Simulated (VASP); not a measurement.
# InAgF2 (P-3m1) in VASP: notebook

Runs on InAgF2. Level: PBE. Tasks: single point, relaxation of cell and atoms.

All numbers are computed with VASP 6.6.1; they aren't measurements. Logs are shortened: lines on timing, memory, paths and dates and some standing lists are left out, and cuts for length are marked.

## 1. The cell of the first run

It takes space group P-3m1 (No. 164, trigonal). Conventional cell: a = 3.768 Å, b = 3.768 Å, c = 6.024 Å, α = 90.00°, β = 90.00°, γ = 120.00°. Within 3.6 Å of In (site symmetry -3m) lie 6 F at 2.75 Å and 2 Ag at 3.01 Å. Ag (site symmetry -3m) has 6 F at 2.55 Å and 2 In at 3.01 Å within 3.4 Å. Within 3.4 Å of F (site symmetry 3m) lie 3 Ag at 2.55 Å and 3 In at 2.75 Å.

## 2. Single point, PBE

Contents of INCAR:

```
SYSTEM = InAgF2
ALGO     = Normal         ! electronic algorithm
EDIFF    = 1E-6           ! SCF threshold, eV
ENCUT    = 520            ! plane-wave cutoff, eV
GGA      = PE             ! functional
ISIF     = 2              ! what is computed and relaxed
ISMEAR   = 0              ! smearing method
LASPH    = .TRUE.         ! aspherical terms in the spheres
LCHARG   = .FALSE.        ! write CHGCAR
LREAL    = .FALSE.        ! projectors in reciprocal space
LWAVE    = .FALSE.        ! write WAVECAR
NBANDS   = 27             ! bands
NELM     = 100            ! most SCF steps
PREC     = Accurate       ! precision mode
SIGMA    = 0.01           ! smearing width, eV
```

Contents of KPOINTS:

```
k-points
0
G
  12 12 6
  0 0 0
```

Contents of POSCAR:

```
InAgF2
1.0
    3.7680131894      0.0000000000      0.0000000000
   -1.8840065947      3.2631951438      0.0000000000
    0.0000000000      0.0000000000      6.0237867577
In Ag F
1 1 2
Direct
    0.0000000000      0.0000000000      0.0000000000
    0.0000000000      0.0000000000      0.5000000000
    0.3333333333      0.6666666667      0.7207976894
    0.6666666667      0.3333333333      0.2792023106
```

Potentials or basis: VASP PAW PBE potentials, release 64 (In_d, Ag, F).

Run with:

```console
$ cat potpaw_PBE.64/In_d/POTCAR potpaw_PBE.64/Ag/POTCAR potpaw_PBE.64/F/POTCAR > POTCAR
$ mpirun -np 1 vasp_std > vasp.out
```

OUTCAR:

```text
SYSTEM = InAgF2
   EDIFF = 1E-6
   ENCUT = 520
   GGA = PE
   ISIF = 2
   ISMEAR = 0
   LASPH = .TRUE.
   LREAL = .FALSE.
   NELM = 100
   PREC = Accurate

 ion  position               nearest neighbor table
   1  0.000  0.000  0.000-   3 2.75   4 2.75   3 2.75   4 2.75   4 2.75   3 2.75   2 3.01   2 3.01

   2  0.000  0.000  0.500-   3 2.55   4 2.55   3 2.55   4 2.55   4 2.55   3 2.55   1 3.01   1 3.01

   3  0.333  0.667  0.721-   2 2.55   2 2.55   2 2.55   1 2.75   1 2.75   1 2.75
   4  0.667  0.333  0.279-   2 2.55   2 2.55   2 2.55   1 2.75   1 2.75   1 2.75

  LATTYP: Found a hexagonal cell.
 ALAT       =     3.7680131894
 C/A-ratio  =     1.5986639258

  Lattice vectors:

 A1 = (   3.7680131894,   0.0000000000,   0.0000000000)
 A2 = (  -1.8840065947,   3.2631951438,   0.0000000000)
 A3 = (   0.0000000000,   0.0000000000,   6.0237867577)

Analysis of symmetry for initial positions (statically):
=====================================================================
 Subroutine PRICEL returns:
 Original cell was already a primitive cell.

 Routine SETGRP: Setting up the symmetry group for a
 hexagonal supercell.

 Subroutine GETGRP returns: Found 12 space group operations
 (whereof 12 operations were pure point group operations)
 out of a pool of 24 trial point group operations.

The static configuration has the point symmetry D_3d.

Analysis of symmetry for dynamics (positions and initial velocities):
=====================================================================
 Subroutine PRICEL returns:
 Original cell was already a primitive cell.

 Routine SETGRP: Setting up the symmetry group for a
 hexagonal supercell.

 Subroutine GETGRP returns: Found 12 space group operations
 (whereof 12 operations were pure point group operations)
 out of a pool of 24 trial point group operations.

The dynamic configuration has the point symmetry D_3d.

 Subroutine INISYM returns: Found 12 space group operations
 (whereof 12 operations are pure point group operations),
 and found     1 'primitive' translations

----------------------------------------------------------------------------------------

                                     Primitive cell

  volume of cell :      74.0671

  direct lattice vectors                    reciprocal lattice vectors
[... 89 lines left out ...]
   ENCUT  =  520.0 eV  38.22 Ry    6.18 a.u.   7.01  7.01 11.20*2*pi/ulx,y,z
   NELM   =    100;   NELMIN=  2; NELMDL= -5     # of ELM steps
   EDIFF  = 0.1E-05   stopping-criterion for ELM
   LREAL  =      F    real-space projection
   EDIFFG = 0.1E-04   stopping-criterion for IOM
   NSW    =      0    number of steps for IOM
   IBRION =     -1    ionic relax: 0-MD 1-quasi-New 2-CG
   NFREE  =      0    steps in history (QN), initial steepest desc. (CG)
   ISIF   =      2    stress and relaxation
   ISYM   =      2    0-nonsym 1-usesym 2-fastsym
   POTIM  = 0.5000    time-step for ionic-motion
   TEBEG  =    0.0;   TEEND  =   0.0 temperature during run
   PSTRESS=    0.0 pullay stress
   NELECT =      38.0000    total number of electrons
   NUPDOWN=      -1.0000    fix difference up-down
   EMIN   =  10.00;   EMAX   =-10.00  energy-range for DOS
   EFERMI =   0.00;   METHOD = LEGACY
   ISMEAR =     0;   SIGMA  =   0.01  broadening in eV -4-tet -1-fermi 0-gaus
   EFERMI_NEDOS =   21; number of points for ismear=-14 and -15
   IALGO  =     38    algorithm
   IMIX   =      4    mixing-type and parameters
     AMIX     =   0.40;   BMIX     =  1.00
     AMIX_MAG =   1.60;   BMIX_MAG =  1.00
  volume/ion in A,a.u.               =      18.52       124.96
  Fermi-wavevector in a.u.,A,eV,Ry     =   1.310572  2.476623 23.369366  1.717600
  Thomas-Fermi vector in A             =   2.441093
   LORBIT       =      0    0 simple, 1 ext, 2 COOP (PROOUT), +10 PAW based schemes
   GGA     = PE    functional components
   LHFCALC =     F    Hartree Fock is set to
   AEXX    =    0.0000 exact exchange contribution
   IVDW    =     0    specifies the selected vdW correction
   LEPSILON=     F    determine dielectric tensor
   LRPA    =     F    only Hartree local field effects (RPA)
 non-spin polarized calculation
 Gauss-broadening in eV      SIGMA  =   0.01
  energy-cutoff  :      520.00
  volume of cell :       74.07
 maximum number of plane-waves:      2010
   NGX = 13   NGY = 13   NGZ = 23

 number of electron      38.0000007 magnetization

 Free energy of the ion-electron system (eV)
  ---------------------------------------------------
  ext. energy  EPLUGINS =         0.00000000
  ---------------------------------------------------
  free energy    TOTEN  =       -13.88547455 eV

  energy without entropy =      -13.88547455  energy(sigma->0) =      -13.88547455

 E-fermi :   3.3502     XC(G=0):  -9.5991

 val. band max:        3.2551006861   @ k =   0.3333   0.3333   0.0000
 cond. band min:       3.4866259365   @ k =   0.0000   0.0000   0.5000
 fundamental gap:      0.2315252505
 Fermi energy:         3.3502439260

 k-point     1 :       0.0000    0.0000    0.0000
  band No.  band energies     occupation
      1     -18.8410      2.00000
      2     -18.7282      2.00000
      3     -10.3451      2.00000
      4     -10.3122      2.00000
      5     -10.3122      2.00000
      6     -10.2266      2.00000
[... 709 lines left out ...]
     26      15.4308      0.00000
     27      15.4368      0.00000

 [... further k-points ...]

------------------------ aborting loop because EDIFF is reached ----------------------------------------

  FORCE on cell =-STRESS in cart. coord.  units (eV):
  Direction    XX          YY          ZZ          XY          YZ          ZX
  --------------------------------------------------------------------------------------
  -------------------------------------------------------------------------------------
  Total       -0.0899310     -0.0899310     -0.1079083      0.0000000      0.0000000     -0.0000000
  in kB       -1.9453382     -1.9453382     -2.3342122      0.0000000      0.0000000     -0.0000000
  external PRESSURE =      -2.0749629 kB  Pullay stress =       0.0000000 kB

 VOLUME and BASIS-vectors are now :
 -----------------------------------------------------------------------------
  energy-cutoff  :      520.00
  volume of cell :       74.07
      direct lattice vectors                 reciprocal lattice vectors
     3.768013189  0.000000000  0.000000000     0.265391852  0.153224057  0.000000000
    -1.884006595  3.263195144  0.000000000     0.000000000  0.306448115  0.000000000
     0.000000000  0.000000000  6.023786758     0.000000000  0.000000000  0.166008533

 POSITION                                       TOTAL-FORCE (eV/Angst)
 -----------------------------------------------------------------------------------
      0.00000      0.00000      0.00000         0.000000      0.000000      0.000000
      0.00000      0.00000      3.01189         0.000000      0.000000      0.000000
     -0.00000      2.17546      4.34193         0.000000     -0.000000     -0.003964
      1.88401      1.08773      1.68186        -0.000000      0.000000      0.003964
 -----------------------------------------------------------------------------------
    total drift:                                0.000000     -0.000000      0.000000

  FREE ENERGIE OF THE ION-ELECTRON SYSTEM (eV)
  ---------------------------------------------------
  free  energy   TOTEN  =       -13.8854745472 eV

  energy  without entropy=      -13.8854745472  energy(sigma->0) =      -13.88547455
```

Wall time 1.8 min (1 thread of Intel Xeon Platinum 8488C (Sapphire Rapids), shared host); peak memory 0.33 GiB.

What came out:

```yaml
Free_energy: -13.8855 eV
Pressure: -0.2 GPa
Largest_force: 0.004 eV/Å
Band_gap_on_the_k_mesh: 0.23 eV, indirect (least direct gap 1.46 eV)
```

Forces on the atoms (eV/Å):
```
In   0.000  0.000  0.000
Ag   0.000  0.000  0.000
F    0.000  0.000 -0.004
F    0.000  0.000  0.004
```

Caveat: spin-orbit coupling is left out, which moves the levels of the heavy elements.

## 3. Relaxation of cell and atoms, PBE

This run uses another cell than the first one, of 18.46 Å³/atom, 0.997 times its volume.

Contents of INCAR:

```
PREC     = Accurate       # precision mode
ENCUT    = 600            # plane-wave cutoff, eV
EDIFF    = 1E-6           # SCF threshold, eV
ISMEAR   = 0              # smearing method
SIGMA    = 0.01           # smearing width, eV
LREAL    = False          # projectors in reciprocal space
LASPH    = True           # aspherical terms in the spheres
NELM     = 100            # most SCF steps
ALGO     = Normal         # electronic algorithm
ISIF     = 3              # what is computed and relaxed
LWAVE    = False          # write WAVECAR
LCHARG   = False          # write CHGCAR
GGA      = PE             # functional
IBRION   = 2              # ionic algorithm
NSW      = 100            # ionic steps
EDIFFG   = -0.01          # ionic threshold
```

Contents of KPOINTS:

```
Automatic mesh
0
Gamma
  12 12 6
```

Contents of POSCAR:

```
InAgF2
1.0
    3.7461952147      0.0000000000      0.0000000000
   -1.8730976074      3.2443002235      0.0000000000
    0.0000000000      0.0000000000      6.0741650218
In Ag F
1 1 2
Direct
    0.0000000000      0.0000000000      0.0000000000
    0.0000000000      0.0000000000      0.5000000000
    0.3333333333      0.6666666667      0.7204429568
    0.6666666667      0.3333333333      0.2795570432
```

Potentials or basis: VASP PAW PBE potentials, release 64 (In_d, Ag, F).

Run with:

```console
$ cat potpaw_PBE.64/In_d/POTCAR potpaw_PBE.64/Ag/POTCAR potpaw_PBE.64/F/POTCAR > POTCAR
$ mpirun -np 1 vasp_std > vasp.out
```

Wall time 12 min (1 thread of Intel Xeon Platinum 8488C (Sapphire Rapids), shared host); peak memory 0.37 GiB.

The run converged. Its results:

* Free energy: -13.8878 eV
* Relaxed volume: 18.41 Å³/atom
* Relaxed cell: a = 3.763 Å, b = 3.763 Å, c = 6.005 Å, α = 90.00°, β = 90.00°, γ = 120.00°
* Space group after relaxing (to 0.05 Å): P-3m1 (No. 164)
* Energy gained by relaxing: 0.2 meV/atom
* Ionic steps: 7
* Pressure after relaxing: 0.1 GPa
* Band gap on the k mesh: 0.21 eV, indirect (least direct gap 1.46 eV)

Forces on the atoms (eV/Å):
```
In   0.000  0.000  0.000
Ag   0.000  0.000  0.000
F    0.000  0.000 -0.002
F    0.000  0.000  0.002
```

The path:
```
step  energy change (eV)  largest force (eV/Å)  pressure (GPa)  volume (Å³)
   1              0.0000                0.0031           -0.14        73.82
   2             -0.0002                0.0024           -0.03        73.66
   3             -0.0002                0.0012            0.09        73.48
   4             -0.0004                0.0001            0.07        73.51
   5             -0.0006                0.0010            0.14        73.60
   6             -0.0003                0.0035            0.00        73.76
   7             -0.0006                0.0022            0.05        73.65
```

Final structure:
```yaml
crystal:
  lattice:
    - [3.76341, 0.00000, 0.00000]
    - [-1.88171, 3.25921, 0.00000]
    - [0.00000, 0.00000, 6.00478]
  atoms:
    - { symbol: In, position: [0.00000, 0.00000, 0.00000] }
    - { symbol: Ag, position: [0.00000, 0.00000, 0.50000] }
    - { symbol: F, position: [0.33333, 0.66667, 0.72065] }
    - { symbol: F, position: [0.66667, 0.33333, 0.27935] }
```

Levels at points of the mesh, in eV from the valence-band top:
```tsv
k point	band 15	band 16	band 17	band 18	band 19	band 20	band 21	band 22	band 23
(0.00, 0.00, 0.00)	-2.30	-2.30	-2.20	-1.24	-1.24	2.04	3.21	7.75	7.75
(0.50, 0.00, 0.00)	-2.07	-2.02	-1.62	-1.26	-0.13	1.81	4.24	4.74	6.40
(0.00, 0.00, 0.50)	-2.31	-2.31	-1.83	-1.25	-1.25	0.21	7.44	7.71	8.05
(0.50, 0.00, 0.50)	-2.07	-2.02	-1.72	-1.30	-0.85	2.05	3.55	5.80	6.45
```

Caveat: spin-orbit coupling is left out, which moves the levels of the heavy elements. A k mesh can miss the band edges.

## 4. Single point, PBE

This run uses another cell than the first one, of 14.14 Å³/atom, 0.764 times its volume.

Contents of INCAR:

```
ALGO = Normal ; EDIFF = 1E-6
ENCUT = 520 ; GGA = PE
ISIF = 2 ; ISMEAR = 0
LASPH = T ; LCHARG = F
LREAL = F ; LWAVE = F
NBANDS = 27 ; NELM = 100
PREC = Accurate ; SIGMA = 0.1
```

Contents of KPOINTS:

```
k-points
0
Gamma
  6 6 4
```

Contents of POSCAR:

```
InAgF2
1.0
    3.4102466000      0.0000000000      0.0000000000
   -1.7051233000      2.9533601900      0.0000000000
    0.0000000000      0.0000000000      5.6175727200
In Ag F
1 1 2
Direct
    0.0000000000      0.0000000000      0.0000000000
    0.0000000000      0.0000000000      0.5000000000
    0.3333333300      0.6666666700      0.7587244300
    0.6666666700      0.3333333300      0.2412755700
```

Potentials or basis: VASP PAW PBE potentials, release 64 (In_d, Ag, F).

Run with:

```console
$ cat potpaw_PBE.64/In_d/POTCAR potpaw_PBE.64/Ag/POTCAR potpaw_PBE.64/F/POTCAR > POTCAR
$ mpirun -np 1 vasp_std > vasp.out
```

OUTCAR:

```text
EDIFF = 1E-6
   ENCUT = 520
   GGA = PE
   ISIF = 2
   ISMEAR = 0
   LASPH = T
   LREAL = F
   NELM = 100
   PREC = Accurate

 ion  position               nearest neighbor table
   1  0.000  0.000  0.000-   3 2.39   4 2.39   4 2.39   3 2.39   4 2.39   3 2.39   2 2.81   2 2.81

   2  0.000  0.000  0.500-   3 2.45   4 2.45   4 2.45   3 2.45   4 2.45   3 2.45   1 2.81   1 2.81

   3  0.333  0.667  0.759-   1 2.39   1 2.39   1 2.39   2 2.45   2 2.45   2 2.45
   4  0.667  0.333  0.241-   1 2.39   1 2.39   1 2.39   2 2.45   2 2.45   2 2.45

  LATTYP: Found a hexagonal cell.
 ALAT       =     3.4102466000
 C/A-ratio  =     1.6472629047

  Lattice vectors:

 A1 = (   3.4102466000,   0.0000000000,   0.0000000000)
 A2 = (  -1.7051233000,   2.9533601900,   0.0000000000)
 A3 = (   0.0000000000,   0.0000000000,   5.6175727200)

Analysis of symmetry for initial positions (statically):
[... 173 lines left out ...]
  free energy    TOTEN  =       -12.74989382 eV

  energy without entropy =      -12.74723920  energy(sigma->0) =      -12.74856651

 E-fermi :   7.5428     XC(G=0): -11.0947

 val. band max:        7.3085114398   @ k =  -0.1667   0.5000   0.2500
 cond. band min:       7.5465347394   @ k =   0.3333   0.3333   0.5000
 fundamental gap:      0.2380232996
 Fermi energy:         7.5427678754

 k-point     1 :       0.0000    0.0000    0.0000
  band No.  band energies     occupation
      1     -17.5432      2.00000
      2     -17.3016      2.00000
      3      -7.4812      2.00000
      4      -7.3935      2.00000
      5      -7.3935      2.00000
      6      -7.2003      2.00000
[... 709 lines left out ...]
     26      17.7351      0.00000
     27      20.9557      0.00000

------------------------ aborting loop because EDIFF is reached ----------------------------------------

  FORCE on cell =-STRESS in cart. coord.  units (eV):
  Direction    XX          YY          ZZ          XY          YZ          ZX
  --------------------------------------------------------------------------------------
  -------------------------------------------------------------------------------------
  Total        8.1668411      8.1668411      8.8461390      0.0000000      0.0000000      0.0000000
  in kB      231.2670614    231.2670616    250.5032919      0.0000000      0.0000000      0.0000000
  external PRESSURE =     237.6791383 kB  Pullay stress =       0.0000000 kB

 VOLUME and BASIS-vectors are now :
 -----------------------------------------------------------------------------
  energy-cutoff  :      520.00
  volume of cell :       56.58
      direct lattice vectors                 reciprocal lattice vectors
     3.410246600  0.000000000  0.000000000     0.293233926  0.169298686  0.000000000
    -1.705123300  2.953360190  0.000000000     0.000000000  0.338597372  0.000000000
     0.000000000  0.000000000  5.617572720     0.000000000  0.000000000  0.178012827

 POSITION                                       TOTAL-FORCE (eV/Angst)
 -----------------------------------------------------------------------------------
      0.00000      0.00000      0.00000         0.000000      0.000000      0.000000
      0.00000      0.00000      2.80879         0.000000      0.000000      0.000000
     -0.00000      1.96891      4.26219         0.000000      0.000000     -0.721630
      1.70512      0.98445      1.35538        -0.000000     -0.000000      0.721630
 -----------------------------------------------------------------------------------
    total drift:                                0.000000     -0.000000      0.000000

  FREE ENERGIE OF THE ION-ELECTRON SYSTEM (eV)
  ---------------------------------------------------
  free  energy   TOTEN  =       -12.7498938247 eV

  energy  without entropy=      -12.7472391981  energy(sigma->0) =      -12.74856651
```

Wall time 32 s (1 thread of Intel Xeon Platinum 8488C (Sapphire Rapids), shared host); peak memory 0.19 GiB.

What came out:

- Free energy: -12.7499 eV
- Pressure: 23.8 GPa
- Largest force: 0.722 eV/Å
- Band gap on the k mesh: zero (band 19 reaches 7.98 eV, above the bottom of band 20 at 5.98 eV)

Forces on the atoms (eV/Å):
```
In   0.000  0.000  0.000
Ag   0.000  0.000  0.000
F    0.000  0.000 -0.722
F    0.000  0.000  0.722
```

Levels at points of the mesh, in eV from the Fermi level:
| k point | band 16 | band 17 | band 18 | band 19 | band 20 | band 21 | band 22 | band 23 |
| --- | --- | --- | --- | --- | --- | --- | --- | --- |
| (0.00, 0.00, 0.00) | -4.11 | -4.11 | -3.19 | -3.19 | 0.66 | 2.39 | 8.33 | 8.33 |
| (0.50, 0.00, 0.00) | -3.62 | -3.26 | -3.03 | 0.10 | 1.02 | 3.85 | 4.21 | 5.18 |
| (0.00, 0.00, 0.50) | -4.14 | -3.21 | -3.21 | -3.06 | -1.56 | 6.66 | 7.13 | 8.91 |
| (0.50, 0.00, 0.50) | -3.62 | -3.41 | -3.13 | -0.66 | 1.37 | 3.11 | 3.96 | 7.30 |

Caveat: spin-orbit coupling is left out, which moves the levels of the heavy elements.

## 5. Summary

| task | cell | k mesh | cutoff (eV) | smearing | gap on the mesh (eV) | pressure (GPa) |
| --- | --- | --- | --- | --- | --- | --- |
| single point | a = 3.768, b = 3.768, c = 6.024 Å, angles 90.0, 90.0, 120.0°, 4 atoms | 12 × 12 × 6 | 520 | gaussian 0.01 eV | 0.23 | -0.2 |
| relaxation of cell and atoms | relaxed from a = 3.746, b = 3.746, c = 6.074 Å, angles 90.0, 90.0, 120.0°, 4 atoms | 12 × 12 × 6 | 600 | gaussian 0.01 eV | 0.21 | 0.1 |
| single point | a = 3.410, b = 3.410, c = 5.618 Å, angles 90.0, 90.0, 120.0°, 4 atoms | 6 × 6 × 4 | 520 | gaussian 0.1 eV | none | 23.8 |

Alike in all rows: level PBE; potentials or basis VASP PAW PBE potentials, release 64 (In_d, Ag, F); no spin polarisation.

Caveats: spin-orbit coupling is left out, which moves the levels of the heavy elements.

Total energies depend on the potentials used, so only differences within one code and one set of settings carry meaning.
